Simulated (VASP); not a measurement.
# Ca (Fm-3m) in VASP: relaxation of cell and atoms with r2SCAN

Aim: the relaxation of cell and atoms of Ca with r2SCAN.

Everything below comes from runs of VASP 6.6.1. Logs are shortened: lines on timing, memory, paths and dates and some standing lists are left out, and cuts for length are marked.

## (1) The cell of the first run

Symmetry: Fm-3m, No. 225, cubic system. The conventional cell has a = 5.568 Å, b = 5.568 Å, c = 5.568 Å, α = 90.00°, β = 90.00°, γ = 90.00°. Ca (site symmetry m-3m) has 12 Ca at 3.94 Å within 5.2 Å.

## (2) Relaxation of cell and atoms, r2SCAN, target pressure 4 GPa, at which the enthalpy is minimised

POSCAR

```
Ca
1.0
    0.0000000000      2.7837627163      2.7837627163
    2.7837627163      0.0000000000      2.7837627163
    2.7837627163      2.7837627163      0.0000000000
Ca
1
Direct
    0.0000000000      0.0000000000      0.0000000000
```

INCAR.step1

```
  PREC = Accurate
  ENCUT = 600
  ISMEAR = -1
  SIGMA = 0.08
  LREAL = F
  LASPH = T
  NELM = 60
  GGA = PE
  ALGO = Normal
  EDIFF = 1E-4
  LWAVE = T
  LCHARG = F
```

INCAR.step2

```
  PREC = Accurate
  ENCUT = 600
  EDIFF = 1E-7
  ISMEAR = -1
  SIGMA = 0.08
  LREAL = F
  LASPH = T
  NELM = 60
  ALGO = Normal
  ISIF = 3
  LWAVE = F
  LCHARG = F
  METAGGA = R2SCAN
  LMIXTAU = T
  IBRION = 2
  NSW = 100
  EDIFFG = -0.002
  PSTRESS = 40.0
  ISTART = 1
```

KPOINTS

```
regular mesh
0
Gamma
  18 18 18
```

Potentials or basis: VASP PAW PBE potentials, release 64 (Ca_sv).

Command:

```
$ cat potpaw_PBE.64/Ca_sv/POTCAR > POTCAR
$ cp INCAR.step1 INCAR
$ mpirun -np 1 vasp_std > vasp.out
$ cp INCAR.step2 INCAR
$ mpirun -np 1 vasp_std > vasp.out
```

OUTCAR:

```text
PREC = Accurate
   ENCUT = 600
   EDIFF = 1E-7
   ISMEAR = -1
   LREAL = F
   LASPH = T
   NELM = 60
   ISIF = 3
   METAGGA = R2SCAN
   IBRION = 2
   NSW = 100
   EDIFFG = -0.002
   PSTRESS = 40.0
   ISTART = 1

 ion  position               nearest neighbor table
   1  0.000  0.000  0.000-

  LATTYP: Found a face centered cubic cell.
 ALAT       =     5.5675254326

  Lattice vectors:

 A1 = (   0.0000000000,   2.7837627163,   2.7837627163)
 A2 = (   2.7837627163,   0.0000000000,   2.7837627163)
 A3 = (   2.7837627163,   2.7837627163,   0.0000000000)

Analysis of symmetry for initial positions (statically):
=====================================================================
 Subroutine PRICEL returns:
 Original cell was already a primitive cell.

 Routine SETGRP: Setting up the symmetry group for a
 face centered cubic supercell.

 Subroutine GETGRP returns: Found 48 space group operations
 (whereof 48 operations were pure point group operations)
 out of a pool of 48 trial point group operations.

The static configuration has the point symmetry O_h .

Analysis of symmetry for dynamics (positions and initial velocities):
=====================================================================
 Subroutine PRICEL returns:
 Original cell was already a primitive cell.

 Routine SETGRP: Setting up the symmetry group for a
 face centered cubic supercell.

 Subroutine GETGRP returns: Found 48 space group operations
 (whereof 48 operations were pure point group operations)
 out of a pool of 48 trial point group operations.

The dynamic configuration has the point symmetry O_h .

 Subroutine INISYM returns: Found 48 space group operations
 (whereof 48 operations are pure point group operations),
 and found     1 'primitive' translations

----------------------------------------------------------------------------------------

                                     Primitive cell

  volume of cell :      43.1446

  direct lattice vectors                    reciprocal lattice vectors
     0.000000000  2.783762716  2.783762716    -0.179613010  0.179613010  0.179613010
     2.783762716  0.000000000  2.783762716     0.179613010 -0.179613010  0.179613010
     2.783762716  2.783762716  0.000000000     0.179613010  0.179613010 -0.179613010

  length of vectors
     3.936834988  3.936834988  3.936834988     0.311098859  0.311098859  0.311098859

  position of ions in fractional coordinates (direct lattice)
     0.000000000  0.000000000  0.000000000

  ion indices of the primitive-cell ions
   primitive index   ion index
                 1           1

----------------------------------------------------------------------------------------

 KPOINTS: regular mesh

Automatic generation of k-mesh.
 Grid dimensions read from file:
 generate k-points for:   18   18   18

 Generating k-lattice:

  Cartesian coordinates                     Fractional coordinates (reciprocal lattice)
    -0.009978501  0.009978501  0.009978501     0.055555556  0.000000000  0.000000000
     0.009978501 -0.009978501  0.009978501     0.000000000  0.055555556  0.000000000
     0.009978501  0.009978501 -0.009978501     0.000000000  0.000000000  0.055555556

  Length of vectors
     0.017283270  0.017283270  0.017283270

  Shift w.r.t. Gamma in fractional coordinates (k-lattice)
     0.000000000  0.000000000  0.000000000

 Subroutine IBZKPT returns following result:
 ===========================================

 Found    195 irreducible k-points:

 Following reciprocal coordinates:
            Coordinates               Weight
  0.000000  0.000000  0.000000      1.000000
  0.055556  0.000000  0.000000      8.000000
  0.111111  0.000000  0.000000      8.000000
  0.166667  0.000000  0.000000      8.000000
  0.222222  0.000000  0.000000      8.000000
  0.277778  0.000000  0.000000      8.000000
[... 16 lines left out ...]
 -0.277778  0.055556  0.000000     24.000000
 -0.222222  0.055556  0.000000     24.000000
 [... further k-points ...]
   k-points           NKPTS =    195   k-points in BZ     NKDIM =    195   number of bands    NBANDS=      9
   number of dos      NEDOS =    301   number of ions     NIONS =      1
   total plane-waves  NPLWV =  32768
   dimension x,y,z NGX =    32 NGY =   32 NGZ =   32
   dimension x,y,z NGXF=    64 NGYF=   64 NGZF=   64
   ions per type =               1
   NGX,Y,Z   is equivalent  to a cutoff of  13.51, 13.51, 13.51 a.u.
   NGXF,Y,Z  is equivalent  to a cutoff of  27.03, 27.03, 27.03 a.u.
 SYSTEM =  unknown system
   PREC   = accura    normal or accurate (medium, high low for compatibility)
   ISTART =      1    job   : 0-new  1-cont  2-samecut
   ICHARG =      0    charge: 1-file 2-atom 10-const
   ISPIN  =      1    spin polarized calculation?
   LNONCOLLINEAR =      F non collinear calculations
   LSORBIT =      F    spin-orbit coupling
   LASPH  =      T    aspherical Exc in radial PAW
   ENCUT  =  600.0 eV  44.10 Ry    6.64 a.u.   7.86  7.86  7.86*2*pi/ulx,y,z
   NELM   =     60;   NELMIN=  2; NELMDL=  0     # of ELM steps
   EDIFF  = 0.1E-06   stopping-criterion for ELM
   LREAL  =      F    real-space projection
   EDIFFG = -.2E-02   stopping-criterion for IOM
   NSW    =    100    number of steps for IOM
   IBRION =      2    ionic relax: 0-MD 1-quasi-New 2-CG
   NFREE  =      1    steps in history (QN), initial steepest desc. (CG)
   ISIF   =      3    stress and relaxation
   ISYM   =      2    0-nonsym 1-usesym 2-fastsym
   POTIM  = 0.5000    time-step for ionic-motion
   TEBEG  =    0.0;   TEEND  =   0.0 temperature during run
   PSTRESS=   40.0 pullay stress
   NELECT =      10.0000    total number of electrons
   NUPDOWN=      -1.0000    fix difference up-down
   EMIN   =  10.00;   EMAX   =-10.00  energy-range for DOS
   EFERMI =   0.00;   METHOD = LEGACY
   ISMEAR =    -1;   SIGMA  =   0.08  broadening in eV -4-tet -1-fermi 0-gaus
   EFERMI_NEDOS =   21; number of points for ismear=-14 and -15
   IALGO  =     38    algorithm
   IMIX   =      4    mixing-type and parameters
     AMIX     =   0.40;   BMIX     =  1.00
     AMIX_MAG =   1.60;   BMIX_MAG =  1.00
  volume/ion in A,a.u.               =      43.14       291.15
  Fermi-wavevector in a.u.,A,eV,Ry     =   1.005617  1.900341 13.759104  1.011266
  Thomas-Fermi vector in A             =   2.138308
   LORBIT       =      0    0 simple, 1 ext, 2 COOP (PROOUT), +10 PAW based schemes
   METAGGA = R2SCAN    functional components
   LHFCALC =     F    Hartree Fock is set to
   AEXX    =    0.0000 exact exchange contribution
   IVDW    =     0    specifies the selected vdW correction
   LEPSILON=     F    determine dielectric tensor
   LRPA    =     F    only Hartree local field effects (RPA)
 conjugate gradient relaxation of ions
 non-spin polarized calculation
  energy-cutoff  :      600.00
  volume of cell :       43.14
 maximum number of plane-waves:      1459
   NGX = 15   NGY = 15   NGZ = 15

--------------------------------------- Ionic step        1  -------------------------------------------

 number of electron      10.0000001 magnetization

 Free energy of the ion-electron system (eV)
  ---------------------------------------------------
  ext. energy  EPLUGINS =         0.00000000
  ---------------------------------------------------
  free energy    TOTEN  =        -7.04563272 eV

  energy without entropy =       -7.02166426  energy(sigma->0) =       -7.03364849

------------------------ aborting loop because EDIFF is reached ----------------------------------------

  FORCE on cell =-STRESS in cart. coord.  units (eV):
  Direction    XX          YY          ZZ          XY          YZ          ZX
  --------------------------------------------------------------------------------------
  -------------------------------------------------------------------------------------
  Total        0.0203979      0.0203979      0.0203979     -0.0000000     -0.0000000      0.0000000
  in kB        0.7574777      0.7574777      0.7574777     -0.0000000     -0.0000000      0.0000000
  external PRESSURE =     -39.2425223 kB  Pullay stress =      40.0000000 kB

 VOLUME and BASIS-vectors are now :
 -----------------------------------------------------------------------------
  energy-cutoff  :      600.00
  volume of cell :       43.14
      direct lattice vectors                 reciprocal lattice vectors
     0.000000000  2.783762716  2.783762716    -0.179613010  0.179613010  0.179613010
     2.783762716  0.000000000  2.783762716     0.179613010 -0.179613010  0.179613010
     2.783762716  2.783762716  0.000000000     0.179613010  0.179613010 -0.179613010
[... 118 lines left out ...]
  FREE ENERGIE OF THE ION-ELECTRON SYSTEM (eV)
  ---------------------------------------------------
  free  energy   TOTEN  =        -6.9673628436 eV

  energy  without entropy=       -6.9440999077  energy(sigma->0) =       -6.95573138

  enthalpy is  TOTEN    =        -6.0583633074 eV   P V=        0.9089995362

--------------------------------------- Ionic step        5  -------------------------------------------

 number of electron      10.0000001 magnetization

 Free energy of the ion-electron system (eV)
  ---------------------------------------------------
  ext. energy  EPLUGINS =         0.00000000
  ---------------------------------------------------
  free energy    TOTEN  =        -6.96989210 eV

  energy without entropy =       -6.94660222  energy(sigma->0) =       -6.95824716

 E-fermi :   2.6146     XC(G=0):  -8.7103

 val. band max:        2.6137720347   @ k =  -0.3889   0.2778   0.0556
 cond. band min:       2.6178709058   @ k =  -0.3333   0.3889   0.0556
 fundamental gap:      0.0040988711
 Fermi energy:         2.6146314547

 k-point     1 :       0.0000    0.0000    0.0000
  band No.  band energies     occupation
      1     -40.8226      2.00000
      2     -20.8247      2.00000
      3     -20.8247      2.00000
      4     -20.8247      2.00000
      5      -1.9309      2.00000
      6       5.5161      0.00000
      7       5.5161      0.00000
      8       5.5161      0.00000
      9       6.8373      0.00000

 k-point     2 :       0.0556    0.0000    0.0000
  band No.  band energies     occupation
      1     -40.8217      2.00000
      2     -20.8323      2.00000
      3     -20.8257      2.00000
      4     -20.8257      2.00000
      5      -1.8675      2.00000
      6       5.4382      0.00000
      7       5.5417      0.00000
      8       5.5417      0.00000
      9       6.8119      0.00000
[... 253 lines left out ...]
 k-point    24 :      -0.2222    0.0556    0.0000
  band No.  band energies     occupation
      1     -40.8088      2.00000
      2     -20.9430      2.00000
      3     -20.8478      2.00000
      4     -20.8373      2.00000
      5      -0.7546      2.00000
      6       4.3864      0.00000
      7       5.5969      0.00000
      8       5.7387      0.00000
      9       6.6099      0.00000

 [... further k-points ...]
[... 5 lines left out ...]
  --------------------------------------------------------------------------------------
  -------------------------------------------------------------------------------------
  Total        0.9117004      0.9117004      0.9117004      0.0000000      0.0000000      0.0000000
  in kB       40.0086085     40.0086085     40.0086085      0.0000000      0.0000000      0.0000000
  external PRESSURE =       0.0086085 kB  Pullay stress =      40.0000000 kB

 VOLUME and BASIS-vectors are now :
 -----------------------------------------------------------------------------
  energy-cutoff  :      600.00
  volume of cell :       36.51
      direct lattice vectors                 reciprocal lattice vectors
     0.000000000  2.633053985  2.633053985    -0.189893562  0.189893562  0.189893562
     2.633053985 -0.000000000  2.633053985     0.189893562 -0.189893562  0.189893562
     2.633053985  2.633053985  0.000000000     0.189893562  0.189893562 -0.189893562

 POSITION                                       TOTAL-FORCE (eV/Angst)
 -----------------------------------------------------------------------------------
      0.00000      0.00000      0.00000        -0.000000     -0.000000     -0.000000
 -----------------------------------------------------------------------------------
    total drift:                                0.000000      0.000000     -0.000000

  FREE ENERGIE OF THE ION-ELECTRON SYSTEM (eV)
  ---------------------------------------------------
  free  energy   TOTEN  =        -6.9698921017 eV

  energy  without entropy=       -6.9466022235  energy(sigma->0) =       -6.95824716

  enthalpy is  TOTEN    =        -6.0583878581 eV   P V=        0.9115042436

 reached required accuracy - stopping structural energy minimisation
```

It took 36 min on 1 thread of AMD EPYC 7R43 (Zen 3), shared host; peak memory 0.23 GiB.

Results:

```
Free energy                                                : -6.9699 eV
Relaxed volume                                             : 36.51 Å³/atom
Relaxed cell                                               : a = 3.724 Å, b = 3.724 Å, c = 3.724 Å, α = 60.00°, β = 60.00°, γ = 60.00°
Space group after relaxing (to 0.1 Å)                      : Fm-3m (No. 225)
Energy change on relaxing (the run minimises the enthalpy) : +75.7 meV/atom
Ionic steps                                                : 5
Pressure after relaxing                                    : 4.0 GPa
Band gap on the k mesh                                     : zero (bands 5 and 6 overlap by 0.24 eV)
```

The path:
```
step  energy change (eV)  largest force (eV/Å)  pressure (GPa)  volume (Å³)
   1              0.0000                0.0000            0.08        43.14
   2              0.0669                0.0000            3.71        36.88
   3              0.0751                0.0000            3.98        36.53
   4              0.0783                0.0000            4.08        36.41
   5              0.0757                0.0000            4.00        36.51
```

Final structure:
```cif
data_structure
_symmetry_space_group_name_H-M 'P 1'
_symmetry_Int_Tables_number 1
_cell_length_a 3.7237
_cell_length_b 3.7237
_cell_length_c 3.7237
_cell_angle_alpha 60.000
_cell_angle_beta 60.000
_cell_angle_gamma 60.000
_cell_volume 36.51
loop_
_atom_site_label
_atom_site_type_symbol
_atom_site_fract_x
_atom_site_fract_y
_atom_site_fract_z
_atom_site_occupancy
Ca1 Ca 0.00000 0.00000 0.00000 1
```

Caveat: the cell is relaxed towards a set pressure, so the run minimises the enthalpy, not the energy; the volume moved by over 15 % at a fixed basis, so the end points are rough; the PAW data sets were made with another functional, which shifts forces and pressure a little.
